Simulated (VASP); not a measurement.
Set up this calculation in VASP 6.6.1, as the native input.

```yaml
Task: single point
Functional: PBE
Potentials_or_basis: VASP PAW PBE potentials, release 64 (Cu, O)
Cutoff: 520 eV
k_mesh: 4 × 4 × 4
Occupations: gaussian, width 0.1 eV
Spin: collinear spin
Starting_moments: "[1.0, 1.0, 1.0, 1.0, 0.0, 0.0, 0.0, 0.0] μB"
Dipole_correction: no
Further_INCAR_settings: ALGO = Normal; EDIFF = 1e-06; NBANDS = 48
```

The structure of CuO lies in POSCAR:

```
CuO
1.0
   -3.0085776742      3.0085776742      3.0085776742
    3.0085776742     -3.0085776742      3.0085776742
    3.0085776742      3.0085776742     -3.0085776742
Cu O
4 4
Direct
    0.2500000000      0.2500000000      0.2500000000
    0.5000000000      0.0000000000      0.2500000000
    0.0000000000      0.2500000000      0.5000000000
    0.2500000000      0.5000000000      0.0000000000
    0.7500000000      0.7500000000      0.7500000000
    0.5000000000      0.0000000000      0.7500000000
    0.0000000000      0.7500000000      0.5000000000
    0.7500000000      0.5000000000      0.0000000000
```

The cell was generated, and may not be a known phase.

The input as run:

INCAR

```
SYSTEM = CuO
ALGO = Normal
EDIFF = 1E-6
ENCUT = 520
GGA = PE
ISIF = 2
ISMEAR = 0
ISPIN = 2
LASPH = .True.
LCHARG = .False.
LMAXMIX = 4
LORBIT = 11
LREAL = .False.
LWAVE = .False.
MAGMOM = 1 1 1 1 0 0 0 0
NBANDS = 48
NELM = 150
PREC = Accurate
SIGMA = 0.1
```

KPOINTS

```
k-points
0
Gamma
  4 4 4
  0 0 0
```

Potentials or basis: VASP PAW PBE potentials, release 64 (Cu, O).

Run with:

```sh
$ cat potpaw_PBE.64/Cu/POTCAR potpaw_PBE.64/O/POTCAR > POTCAR
$ mpirun -np 1 vasp_std > vasp.out
```

It gave:

```json
{
  "Pressure": "0.0 GPa",
  "Band gap on the k mesh": "0.31 eV (least direct gap 0.37 eV)",
  "Net moment": "0.00 μB per cell",
  "Valence electrons inside the program's atomic spheres": "Cu 9.99; O 4.62"
}
```

Caveat: semilocal functionals underestimate gaps, and a narrow one can read as zero.

It took 2.9 min on 1 thread of Intel Xeon 8259CL (shared host), peak memory 0.31 GiB.
